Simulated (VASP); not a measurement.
# TaN (P-6m2) in VASP: further runs, part 2 of 3

VASP 6.6.1. Earlier steps stand in the parts before.

## (3) Electric field gradients, PBEsol (zz strain of +2 %)

INCAR

```
SYSTEM = TaN
PREC = Accurate ; ENCUT = 520
EDIFF = 1E-8 ; ISMEAR = -1
SIGMA = 0.02 ; LREAL = .False.
LASPH = .True. ; NELM = 60
ALGO = Normal ; ISIF = 2
LWAVE = .False. ; LCHARG = .False.
GGA = PS ; LEFG = .True.
NBANDS = 15
```

KPOINTS

```
regular mesh
0
Gamma
  12 12 10
  0 0 0
```

POSCAR

```
TaN
1.0
    2.9379988584      0.0000000000      0.0000000000
   -1.4689994292      2.5443816477      0.0000000000
    0.0000000000      0.0000000000      2.9406600000
Ta N
1 1
Direct
    0.3333333333      0.6666666667      0.5000000000
    0.0000000000      0.0000000000      0.0000000000
```

Potentials or basis: VASP PAW PBE potentials, release 64 (Ta_pv, N).

On the command line:

```sh
$ cat potpaw_PBE.64/Ta_pv/POTCAR potpaw_PBE.64/N/POTCAR > POTCAR
$ mpirun -np 1 vasp_std > vasp.out
```

OUTCAR:

```text
SYSTEM = TaN
   PREC = Accurate
   ENCUT = 520
   EDIFF = 1E-8
   ISMEAR = -1
   LREAL = .False.
   LASPH = .True.
   NELM = 60
   ISIF = 2
   GGA = PS

 ion  position               nearest neighbor table
   1  0.333  0.667  0.500-   2 2.24   2 2.24   2 2.24   2 2.24   2 2.24   2 2.24
   2  0.000  0.000  0.000-   1 2.24   1 2.24   1 2.24   1 2.24   1 2.24   1 2.24

  LATTYP: Found a hexagonal cell.
 ALAT       =     2.9379988584
 C/A-ratio  =     1.0009057667

  Lattice vectors:

 A1 = (   2.9379988584,   0.0000000000,   0.0000000000)
 A2 = (  -1.4689994292,   2.5443816477,   0.0000000000)
 A3 = (   0.0000000000,   0.0000000000,   2.9406600000)

Analysis of symmetry for initial positions (statically):
=====================================================================
 Subroutine PRICEL returns:
 Original cell was already a primitive cell.

 Routine SETGRP: Setting up the symmetry group for a
 hexagonal supercell.

 Subroutine GETGRP returns: Found 12 space group operations
 (whereof 12 operations were pure point group operations)
 out of a pool of 24 trial point group operations.

The static configuration has the point symmetry D_3h.

Analysis of symmetry for dynamics (positions and initial velocities):
=====================================================================
 Subroutine PRICEL returns:
 Original cell was already a primitive cell.

 Routine SETGRP: Setting up the symmetry group for a
 hexagonal supercell.

 Subroutine GETGRP returns: Found 12 space group operations
 (whereof 12 operations were pure point group operations)
 out of a pool of 24 trial point group operations.

The dynamic configuration has the point symmetry D_3h.

 Subroutine INISYM returns: Found 12 space group operations
 (whereof 12 operations are pure point group operations),
 and found     1 'primitive' translations

----------------------------------------------------------------------------------------

                                     Primitive cell

  volume of cell :      21.9826

  direct lattice vectors                    reciprocal lattice vectors
     2.937998858  0.000000000  0.000000000     0.340367729  0.196511400  0.000000000
    -1.468999429  2.544381648  0.000000000     0.000000000  0.393022800  0.000000000
     0.000000000  0.000000000  2.940660000     0.000000000  0.000000000  0.340059714

  length of vectors
     2.937998858  2.937998858  2.940660000     0.393022800  0.393022800  0.340059714

  position of ions in fractional coordinates (direct lattice)
     0.333333333  0.666666667  0.500000000
     0.000000000  0.000000000  0.000000000

  ion indices of the primitive-cell ions
   primitive index   ion index
                 1           1
                 2           2

----------------------------------------------------------------------------------------

 KPOINTS: regular mesh
[... 78 lines left out ...]
   PSTRESS=    0.0 pullay stress
   NELECT =      16.0000    total number of electrons
   NUPDOWN=      -1.0000    fix difference up-down
   EMIN   =  10.00;   EMAX   =-10.00  energy-range for DOS
   EFERMI =   0.00;   METHOD = LEGACY
   ISMEAR =    -1;   SIGMA  =   0.02  broadening in eV -4-tet -1-fermi 0-gaus
   EFERMI_NEDOS =   21; number of points for ismear=-14 and -15
   IALGO  =     38    algorithm
   IMIX   =      4    mixing-type and parameters
     AMIX     =   0.40;   BMIX     =  1.00
     AMIX_MAG =   1.60;   BMIX_MAG =  1.00
  volume/ion in A,a.u.               =      10.99        74.17
  Fermi-wavevector in a.u.,A,eV,Ry     =   1.472613  2.782835 29.505440  2.168589
  Thomas-Fermi vector in A             =   2.587606
   LORBIT       =      0    0 simple, 1 ext, 2 COOP (PROOUT), +10 PAW based schemes
   GGA     = PS    functional components
   LHFCALC =     F    Hartree Fock is set to
   AEXX    =    0.0000 exact exchange contribution
   IVDW    =     0    specifies the selected vdW correction
   LEPSILON=     F    determine dielectric tensor
   LRPA    =     F    only Hartree local field effects (RPA)
 non-spin polarized calculation
  energy-cutoff  :      520.00
  volume of cell :       21.98
 maximum number of plane-waves:       617
 NGX is ok and might be reduce to    24
   NGX = 11   NGY = 11   NGZ = 11

 number of electron      16.0000003 magnetization

 Free energy of the ion-electron system (eV)
  ---------------------------------------------------
  ext. energy  EPLUGINS =         0.00000000
  ---------------------------------------------------
  free energy    TOTEN  =       -23.77096185 eV

  energy without entropy =      -23.77087012  energy(sigma->0) =      -23.77091598

 E-fermi :   7.9695     XC(G=0): -13.4006

 val. band max:        7.8643675098   @ k =   0.0000   0.0000   0.4000
 cond. band min:       8.0036865220   @ k =   0.0833  -0.0000   0.5000
 fundamental gap:      0.1393190122
 Fermi energy:         7.9694941595

 k-point     1 :       0.0000    0.0000    0.0000
  band No.  band energies     occupation
      1     -27.0081      2.00000
      2     -26.6800      2.00000
      3     -26.6800      2.00000
      4      -9.6785      2.00000
      5       3.5627      2.00000
      6       3.5627      2.00000
      7       3.6846      2.00000
      8       4.8803      2.00000
      9      10.1105      0.00000
     10      11.2794      0.00000
     11      11.2794      0.00000
     12      11.7116      0.00000
     13      11.7116      0.00000
     14      20.7322      0.00000
[... 401 lines left out ...]
      2     -26.9704      2.00000
      3     -26.8469      2.00000
      4      -7.9504      2.00000
      5       0.4720      2.00000
      6       2.8291      2.00000
      7       4.4096      2.00000
      8       5.2003      2.00000
      9      10.4397      0.00000
     10      10.7653      0.00000
     11      12.2418      0.00000
     12      12.7450      0.00000
     13      14.7703      0.00000
     14      20.8107      0.00000
     15      21.2026      0.00000

 [... further k-points ...]
[... 5 lines left out ...]
  --------------------------------------------------------------------------------------
  -------------------------------------------------------------------------------------
  Total       -0.9264223     -0.9264223     -2.7049121      0.0000000      0.0000000      0.0000000
  in kB      -67.5213178    -67.5213178   -197.1446709      0.0000000      0.0000000      0.0000000
  external PRESSURE =    -110.7291022 kB  Pullay stress =       0.0000000 kB

 VOLUME and BASIS-vectors are now :
 -----------------------------------------------------------------------------
  energy-cutoff  :      520.00
  volume of cell :       21.98
      direct lattice vectors                 reciprocal lattice vectors
     2.937998858  0.000000000  0.000000000     0.340367729  0.196511400  0.000000000
    -1.468999429  2.544381648  0.000000000     0.000000000  0.393022800  0.000000000
     0.000000000  0.000000000  2.940660000     0.000000000  0.000000000  0.340059714

 POSITION                                       TOTAL-FORCE (eV/Angst)
 -----------------------------------------------------------------------------------
     -0.00000      1.69625      1.47033        -0.000000      0.000000      0.000000
      0.00000      0.00000      0.00000         0.000000      0.000000      0.000000
 -----------------------------------------------------------------------------------
    total drift:                                0.000000     -0.000000     -0.000000

  FREE ENERGIE OF THE ION-ELECTRON SYSTEM (eV)
  ---------------------------------------------------
  free  energy   TOTEN  =       -23.7709618476 eV

  energy  without entropy=      -23.7708701170  energy(sigma->0) =      -23.77091598

 Electric field gradients (V/A^2)
---------------------------------------------------------------------
 ion       V_xx      V_yy      V_zz      V_xy      V_xz      V_yz
---------------------------------------------------------------------
   1     -17.263   -17.263    34.526     0.000     0.000    -0.000
   2      -2.071    -2.069     4.140     0.001     0.000    -0.000
---------------------------------------------------------------------

 Electric field gradients after diagonalization (V/A^2)
 (convention: |V_zz| > |V_xx| > |V_yy|)
----------------------------------------------------------------------
 ion       V_xx      V_yy      V_zz     asymmetry (V_yy - V_xx)/ V_zz
----------------------------------------------------------------------
   1     -17.263   -17.262    34.526       0.000
   2      -2.071    -2.069     4.140       0.001
----------------------------------------------------------------------

           NMR quadrupolar parameters

 Cq : quadrupolar parameter    Cq=e*Q*V_zz/h
 eta: asymmetry parameters     (V_yy - V_xx)/ V_zz
 Q  : nuclear electric quadrupole moment in mb (millibarn)
----------------------------------------------------------------------
 ion       Cq(MHz)       eta       Q (mb)
----------------------------------------------------------------------
   1       0.083       0.000       1.000
   2       0.010       0.001       1.000
----------------------------------------------------------------------
```

OSZICAR:

```text
N       E                     dE             d eps       ncg     rms          rms(c)
DAV:   1     0.897043030074E+02    0.89704E+02   -0.87147E+03  3420   0.113E+03
DAV:   2    -0.233004011875E+02   -0.11300E+03   -0.10648E+03  4127   0.306E+02
DAV:   3    -0.261219339783E+02   -0.28215E+01   -0.28080E+01  3910   0.449E+01
DAV:   4    -0.261332757169E+02   -0.11342E-01   -0.11338E-01  4400   0.311E+00
DAV:   5    -0.261333455695E+02   -0.69853E-04   -0.69846E-04  3994   0.228E-01    0.227E+01
DAV:   6    -0.238909944699E+02    0.22424E+01   -0.35523E+00  4540   0.224E+01    0.968E+00
DAV:   7    -0.238093976788E+02    0.81597E-01   -0.56989E-01  3805   0.594E+00    0.664E+00
DAV:   8    -0.237785373760E+02    0.30860E-01   -0.17111E-01  4211   0.344E+00    0.138E+00
DAV:   9    -0.237711062188E+02    0.74312E-02   -0.16571E-02  3896   0.105E+00    0.198E-01
DAV:  10    -0.237710363971E+02    0.69822E-04   -0.10965E-03  4274   0.388E-01    0.859E-02
DAV:  11    -0.237709614987E+02    0.74898E-04   -0.89389E-05  4050   0.104E-01    0.118E-02
DAV:  12    -0.237709619829E+02   -0.48425E-06   -0.12363E-05  3658   0.304E-02    0.416E-03
DAV:  13    -0.237709619533E+02    0.29629E-07   -0.39204E-08  4435   0.202E-03    0.238E-03
DAV:  14    -0.237709618561E+02    0.97175E-07   -0.17262E-08  3750   0.139E-03    0.508E-04
DAV:  15    -0.237709618476E+02    0.85263E-08   -0.17154E-09  1801   0.408E-04
   1 F= -.23770962E+02 E0= -.23770916E+02  d E =-.917306E-04
```

stdout:

```text
POSCAR found type information on POSCAR TaN
 POSCAR found :  2 types and       2 ions
 scaLAPACK will be used
 -----------------------------------------------------------------------------
|                                                                             |
|                                                                             |
|     You enforced a specific xc type in the INCAR file but a different       |
|     I HOPE YOU KNOW WHAT YOU ARE DOING!                                     |
|                                                                             |
 -----------------------------------------------------------------------------

 LDA part: xc-table for (Slater+PW92), standard interpolation
 POSCAR, INCAR and KPOINTS ok, starting setup
 FFT: planning ... GRIDC
 FFT: planning ... GRID_SOFT
 FFT: planning ... GRID
 WAVECAR not read
 entering main loop
ion   1

ion   2
```

Wall time 52 s (1 thread of AMD EPYC 7R13, shared host); peak memory 0.14 GiB.

What came out:

```yaml
Free_energy: -23.7710 eV
Pressure: -11.1 GPa
Band_gap_on_the_k_mesh: zero (band 8 reaches 8.15 eV, above the bottom of band 9 at 7.76 eV)
```

Stress tensor (GPa, compression positive):
```
 -6.75   0.00   0.00
  0.00  -6.75   0.00
  0.00   0.00 -19.71
```

Levels at points of the mesh, in eV from the Fermi level:
```csv
k point,band 6,band 7,band 8,band 9,band 10,band 11
"(0.00, 0.00, 0.00)",-4.41,-4.28,-3.09,2.14,3.31,3.31
"(0.50, 0.00, 0.00)",-5.35,-3.52,-3.11,2.74,4.01,4.90
"(0.00, 0.00, 0.50)",-3.60,-3.60,-0.21,-0.21,2.01,3.28
"(0.50, 0.00, 0.50)",-6.23,-5.53,-0.55,3.93,5.24,5.64
```

Electric field gradients, principal values (V/Å²):
| atom | least | middle | greatest (by size) |
| --- | --- | --- | --- |
| 1 Ta | -17.262 | -17.263 | 34.526 |
| 2 N | -2.069 | -2.071 | 4.140 |

Caveat: the cell differs from its parent crystal (zz strain of +2 %); without QUAD_EFG the Cq values of the log hold for a quadrupole moment of 1 mb, not for the nuclei; the PAW data sets were made with another functional, which shifts forces and pressure a little; spin-orbit coupling is left out, which moves the levels of the heavy elements.

## (4) Electric field gradients, PBEsol (volume scaled by 1.02)

INCAR

```
ALGO = Normal
EDIFF = 1E-8
ENCUT = 520
GGA = PS
ISIF = 2
ISMEAR = -1
LASPH = T
LCHARG = F
LEFG = T
LREAL = F
LWAVE = F
NBANDS = 15
NELM = 100
PREC = Accurate
SIGMA = 0.02
```

KPOINTS

```
k-points
0
Gamma
  12 12 10
```

POSCAR

```
TaN
1.0
    2.9574563715      0.0000000000      0.0000000000
   -1.4787281858      2.5612323484      0.0000000000
    0.0000000000      0.0000000000      2.9020932717
Ta N
1 1
Direct
    0.3333333333      0.6666666667      0.5000000000
    0.0000000000      0.0000000000      0.0000000000
```

Potentials or basis: VASP PAW PBE potentials, release 64 (Ta_pv, N).

On the command line:

```sh
$ cat potpaw_PBE.64/Ta_pv/POTCAR potpaw_PBE.64/N/POTCAR > POTCAR
$ mpirun -np 1 vasp_std > vasp.out
```

OUTCAR:

```text
EDIFF = 1E-8
   ENCUT = 520
   GGA = PS
   ISIF = 2
   ISMEAR = -1
   LASPH = T
   LREAL = F
   NELM = 100
   PREC = Accurate

 ion  position               nearest neighbor table
   1  0.333  0.667  0.500-   2 2.24   2 2.24   2 2.24   2 2.24   2 2.24   2 2.24
   2  0.000  0.000  0.000-   1 2.24   1 2.24   1 2.24   1 2.24   1 2.24   1 2.24

  LATTYP: Found a hexagonal cell.
 ALAT       =     2.9574563715
 C/A-ratio  =     0.9812801635

  Lattice vectors:

 A1 = (   2.9574563715,   0.0000000000,   0.0000000000)
 A2 = (  -1.4787281858,   2.5612323484,   0.0000000000)
 A3 = (   0.0000000000,   0.0000000000,   2.9020932717)

Analysis of symmetry for initial positions (statically):
=====================================================================
 Subroutine PRICEL returns:
 Original cell was already a primitive cell.

 Routine SETGRP: Setting up the symmetry group for a
[... 621 lines left out ...]
  energy-cutoff  :      520.00
  volume of cell :       21.98
      direct lattice vectors                 reciprocal lattice vectors
     2.957456372  0.000000000  0.000000000     0.338128403  0.195218525  0.000000000
    -1.478728186  2.561232348  0.000000000     0.000000000  0.390437049  0.000000000
     0.000000000  0.000000000  2.902093272     0.000000000  0.000000000  0.344578863

 POSITION                                       TOTAL-FORCE (eV/Angst)
 -----------------------------------------------------------------------------------
     -0.00000      1.70749      1.45105         0.000000     -0.000000      0.000000
      0.00000      0.00000      0.00000        -0.000000      0.000000      0.000000
 -----------------------------------------------------------------------------------
    total drift:                                0.000000     -0.000000     -0.000000

  FREE ENERGIE OF THE ION-ELECTRON SYSTEM (eV)
  ---------------------------------------------------
  free  energy   TOTEN  =       -23.7835250023 eV

  energy  without entropy=      -23.7834238340  energy(sigma->0) =      -23.78347442

 Electric field gradients (V/A^2)
---------------------------------------------------------------------
 ion       V_xx      V_yy      V_zz      V_xy      V_xz      V_yz
---------------------------------------------------------------------
   1     -10.932   -10.932    21.863     0.000     0.000    -0.000
   2      -0.338    -0.337     0.675     0.001    -0.000     0.000
---------------------------------------------------------------------

 Electric field gradients after diagonalization (V/A^2)
 (convention: |V_zz| > |V_xx| > |V_yy|)
----------------------------------------------------------------------
 ion       V_xx      V_yy      V_zz     asymmetry (V_yy - V_xx)/ V_zz
----------------------------------------------------------------------
   1     -10.932   -10.931    21.863       0.000
   2      -0.339    -0.336     0.675       0.004
----------------------------------------------------------------------

           NMR quadrupolar parameters

 Cq : quadrupolar parameter    Cq=e*Q*V_zz/h
 eta: asymmetry parameters     (V_yy - V_xx)/ V_zz
 Q  : nuclear electric quadrupole moment in mb (millibarn)
----------------------------------------------------------------------
 ion       Cq(MHz)       eta       Q (mb)
----------------------------------------------------------------------
   1       0.053       0.000       1.000
   2       0.002       0.004       1.000
----------------------------------------------------------------------
```

stdout:

```text
POSCAR found type information on POSCAR TaN
 POSCAR found :  2 types and       2 ions
 scaLAPACK will be used
 -----------------------------------------------------------------------------
|                                                                             |
|                                                                             |
|     You enforced a specific xc type in the INCAR file but a different       |
|     I HOPE YOU KNOW WHAT YOU ARE DOING!                                     |
|                                                                             |
 -----------------------------------------------------------------------------

 LDA part: xc-table for (Slater+PW92), standard interpolation
 POSCAR, INCAR and KPOINTS ok, starting setup
 FFT: planning ... GRIDC
 FFT: planning ... GRID_SOFT
 FFT: planning ... GRID
 WAVECAR not read
 entering main loop
ion   1

ion   2
```

Run time: 51 s. Hardware: 1 thread of AMD EPYC 7R13, shared host; peak memory 0.14 GiB.

What came out:

* Free energy: -23.7835 eV
* Pressure: -10.7 GPa
* Band gap on the k mesh: zero (band 8 reaches 8.27 eV, above the bottom of band 9 at 7.79 eV)

Stress tensor (GPa, compression positive):
```
-10.37   0.00   0.00
  0.00 -10.37   0.00
  0.00   0.00 -11.24
```

Levels at points of the mesh, in eV from the Fermi level:
```
           k point  band 6  band 7  band 8  band 9  band 10  band 11
(0.00, 0.00, 0.00)   -4.57   -4.23   -2.98    1.97     3.41     3.41
(0.50, 0.00, 0.00)   -5.20   -3.52   -3.23    2.81     3.83     5.00
(0.00, 0.00, 0.50)   -3.77   -3.77   -0.20   -0.20     2.28     3.14
(0.50, 0.00, 0.50)   -6.22   -5.68   -0.48    3.92     5.11     5.79
```

Electric field gradients, principal values (V/Å²):
```
atom    least   middle  greatest (by size)
1 Ta  -10.931  -10.932              21.863
 2 N   -0.336   -0.339               0.675
```

Caveat: without QUAD_EFG the Cq values of the log hold for a quadrupole moment of 1 mb, not for the nuclei; the PAW data sets were made with another functional, which shifts forces and pressure a little; spin-orbit coupling is left out, which moves the levels of the heavy elements.

[end of part 2 of 3]
